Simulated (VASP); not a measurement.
# W4S7 (a cell with a defect) in VASP: a series of runs, part 2 of 2

VASP 6.6.1. The steps go on from the part before.

### Step 4. Single point, PBE+D3(BJ)

Contents of INCAR:

```
PREC = Accurate ; ENCUT = 520
EDIFF = 1E-6 ; ISMEAR = 0
SIGMA = 0.05 ; LREAL = F
LASPH = T ; NELM = 100
ALGO = Normal ; ISIF = 2
LWAVE = F ; LCHARG = F
GGA = PE ; IVDW = 12
NBANDS = 60 ; NELECT = 96.0
```

Contents of KPOINTS:

```
regular mesh
0
Gamma
  6 6 6
```

Contents of POSCAR:

```
W4S7
1.0
    3.1571976361     -5.4684267153      0.0000000000
   -3.1571976361     -5.4684267153      0.0000000000
    0.0000000000     -3.6456178102     -6.0395755976
W S
4 7
Direct
    0.4993440419      0.4993440419      0.0019678744
    0.9993440419      0.4993440419      0.0019678744
    0.4993440419      0.9993440419      0.0019678744
    0.9993440419      0.9993440419      0.0019678744
    0.2527816500      0.2527816500      0.7416550499
    0.7527816500      0.2527816500      0.7416550499
    0.2527816500      0.7527816500      0.7416550499
    0.7527816500      0.7527816500      0.7416550499
    0.5791743081      0.0791743081      0.2624770757
    0.0791743081      0.5791743081      0.2624770757
    0.5791743081      0.5791743081      0.2624770757
```

Potentials or basis: VASP PAW PBE potentials, release 64 (W_sv, S).

Started as:

```
cat potpaw_PBE.64/W_sv/POTCAR potpaw_PBE.64/S/POTCAR > POTCAR
mpirun -np 1 vasp_std > vasp.out
```

OUTCAR:

```text
PREC = Accurate
   ENCUT = 520
   EDIFF = 1E-6
   ISMEAR = 0
   LREAL = F
   LASPH = T
   NELM = 100
   ISIF = 2
   GGA = PE
   IVDW = 12
   NELECT = 96.0
 IVDW          = 12

 ion  position               nearest neighbor table
   1  0.499  0.499  0.002-   8 2.41   7 2.41   6 2.41  11 2.41  10 2.41   9 2.41   4 3.16   4 3.16
                             3 3.16   2 3.16   2 3.16   3 3.16
   2  0.999  0.499  0.002-   7 2.41   5 2.41   8 2.41  10 2.41  11 2.41   3 3.16   3 3.16   4 3.16
                             4 3.16   1 3.16   1 3.16
   3  0.499  0.999  0.002-   6 2.41   5 2.41   8 2.41   9 2.41  11 2.41   2 3.16   2 3.16   1 3.16
                             4 3.16   1 3.16   4 3.16
   4  0.999  0.999  0.002-   5 2.41   6 2.41   7 2.41   9 2.41  10 2.41   1 3.16   1 3.16   3 3.16
                             2 3.16   2 3.16   3 3.16
   5  0.253  0.253  0.742-   4 2.41   3 2.41   2 2.41
   6  0.753  0.253  0.742-   3 2.41   1 2.41   4 2.41
   7  0.253  0.753  0.742-   2 2.41   1 2.41   4 2.41
   8  0.753  0.753  0.742-   1 2.41   2 2.41   3 2.41
   9  0.579  0.079  0.262-   3 2.41   1 2.41   4 2.41
  10  0.079  0.579  0.262-   2 2.41   1 2.41   4 2.41
  11  0.579  0.579  0.262-   1 2.41   2 2.41   3 2.41

  LATTYP: Found a trigonal (rhomboedric) cell.
 ALAT       =     7.0545731704
 COS(alpha) =     0.5994174297

  Lattice vectors:

 A1 = (  -3.1571976361,   1.8228089051,  -6.0395755976)
 A2 = (   3.1571976361,   1.8228089051,  -6.0395755976)
 A3 = (   0.0000000000,  -3.6456178102,  -6.0395755976)

Analysis of symmetry for initial positions (statically):
=====================================================================
 Subroutine PRICEL returns:
 Original cell was already a primitive cell.

 Routine SETGRP: Setting up the symmetry group for a
 trigonal (rhombohedral) supercell.

 Subroutine GETGRP returns: Found  6 space group operations
[... 163 lines left out ...]
   LHFCALC =     F    Hartree Fock is set to
   AEXX    =    0.0000 exact exchange contribution
   IVDW    =    12    specifies the selected vdW correction
   LEPSILON=     F    determine dielectric tensor
   LRPA    =     F    only Hartree local field effects (RPA)
 non-spin polarized calculation
 Gauss-broadening in eV      SIGMA  =   0.05
  energy-cutoff  :      520.00
  volume of cell :      208.55
 maximum number of plane-waves:      5644
   NGX = 23   NGY = 23   NGZ = 27

 number of electron      95.9999995 magnetization

 Free energy of the ion-electron system (eV)
  ---------------------------------------------------
  ext. energy  EPLUGINS =         0.00000000
  ---------------------------------------------------
  free energy    TOTEN  =       -99.65809547 eV

  energy without entropy =      -99.64789322  energy(sigma->0) =      -99.65299435

 E-fermi :   5.8923     XC(G=0): -10.4792

 val. band max:        5.8889463298   @ k =  -0.1667   0.5000   0.1667
 cond. band min:       5.8952613797   @ k =  -0.3333   0.1667   0.0000
 fundamental gap:      0.0063150499
 Fermi energy:         5.8922732129

 k-point     1 :       0.0000    0.0000    0.0000
  band No.  band energies     occupation
      1     -68.1483      2.00000
      2     -68.1343      2.00000
      3     -68.1343      2.00000
      4     -68.0333      2.00000
      5     -32.5344      2.00000
      6     -32.5344      2.00000
[... 1501 lines left out ...]
     59       9.5608      0.00000
     60       9.7042      0.00000

 [... further k-points ...]

------------------------ aborting loop because EDIFF is reached ----------------------------------------

 Edisp (eV)   -4.45553

 E8    (eV) :    -1.8914

  FORCE on cell =-STRESS in cart. coord.  units (eV):
  Direction    XX          YY          ZZ          XY          YZ          ZX
  --------------------------------------------------------------------------------------
  -------------------------------------------------------------------------------------
  Total     -28.30003   -28.30003   -27.02536     0.00000    -0.00000     0.00000
  in kB    -217.41873  -217.41873  -207.62590     0.00000    -0.00000     0.00000
  external pressure =     -214.15 kB  Pullay stress =        0.00 kB

 VOLUME and BASIS-vectors are now :
 -----------------------------------------------------------------------------
  energy-cutoff  :      520.00
  volume of cell :      208.55
      direct lattice vectors                 reciprocal lattice vectors
     3.157197636 -5.468426715  0.000000000     0.158368293 -0.091433977  0.055191516
    -3.157197636 -5.468426715  0.000000000    -0.158368293 -0.091433977  0.055191516
     0.000000000 -3.645617810 -6.039575598     0.000000000  0.000000000 -0.165574548

 POSITION                                       TOTAL-FORCE (eV/Angst)
 -----------------------------------------------------------------------------------
      0.00000     -5.46843     -0.01189        -0.000000      0.000000     -0.178743
      1.57860     -8.20264     -0.01189         0.541102      0.312405      0.102405
     -1.57860     -8.20264     -0.01189        -0.541102      0.312405      0.102405
      0.00000    -10.93685     -0.01189        -0.000000     -0.624810      0.102405
      0.00000     -5.46843     -4.47928        -0.000000      0.000000     -0.361057
      1.57860     -8.20264     -4.47928         0.467113      0.269688      0.030342
     -1.57860     -8.20264     -4.47928        -0.467113      0.269688      0.030342
      0.00000    -10.93685     -4.47928        -0.000000     -0.539376      0.030342
      1.57860     -4.55702     -1.58525         0.075611      0.043654      0.047187
     -1.57860     -4.55702     -1.58525        -0.075611      0.043654      0.047187
      0.00000     -7.29124     -1.58525        -0.000000     -0.087308      0.047187
 -----------------------------------------------------------------------------------
    total drift:                                0.000000      0.000007     -0.000082

  FREE ENERGIE OF THE ION-ELECTRON SYSTEM (eV)
  ---------------------------------------------------
  free  energy   TOTEN  =      -104.1136299849 eV

  energy  without entropy=     -104.1034277357  energy(sigma->0) =     -104.10852886
```

stdout:

```text
POSCAR found type information on POSCAR W S
 POSCAR found :  2 types and      11 ions
 scaLAPACK will be used
 LDA part: xc-table for (Slater+PW92), standard interpolation
 POSCAR, INCAR and KPOINTS ok, starting setup
 FFT: planning ... GRIDC
 FFT: planning ... GRID_SOFT
 FFT: planning ... GRID
 WAVECAR not read
 entering main loop
 the old and the new charge density differ
 old charge density:    98.00000 new   96.00000
    0.490E+01
```

Wall time 9.3 min (1 thread of Oxide Virtual Turin-like, shared host); peak memory 0.49 GiB.

Results:

| Quantity | Value |
| --- | --- |
| Free energy | -104.1136 eV |
| Largest force | 0.633 eV/Å |
| Dispersion energy per atom | -0.405 eV |

Forces in eV/Å, atoms in the order of the input:
```
W    0.000  0.000 -0.179
W    0.541  0.312  0.102
W   -0.541  0.312  0.102
W    0.000 -0.625  0.102
S    0.000  0.000 -0.361
S    0.467  0.270  0.030
S   -0.467  0.270  0.030
S    0.000 -0.539  0.030
S    0.076  0.044  0.047
S   -0.076  0.044  0.047
S    0.000 -0.087  0.047
```

Levels at points of the mesh, in eV from the Fermi level:
| k point | band 46 | band 47 | band 48 | band 49 | band 50 | band 51 |
| --- | --- | --- | --- | --- | --- | --- |
| (0.00, 0.00, 0.00) | -0.46 | -0.46 | -0.21 | 0.59 | 1.56 | 1.56 |
| (0.50, 0.00, 0.00) | -0.63 | -0.43 | -0.34 | -0.20 | 1.11 | 1.65 |
| (0.50, 0.50, 0.00) | -0.66 | -0.48 | -0.35 | -0.13 | 1.22 | 1.94 |
| (0.00, 0.00, 0.50) | -0.67 | -0.67 | 0.23 | 0.78 | 1.65 | 1.65 |

Caveat: the cell carries a net charge on a neutralising background, which shifts energy and pressure; the cell is charged against a uniform background, so pressure and absolute levels hang on convention; spin-orbit coupling is left out, which moves the levels of the heavy elements.
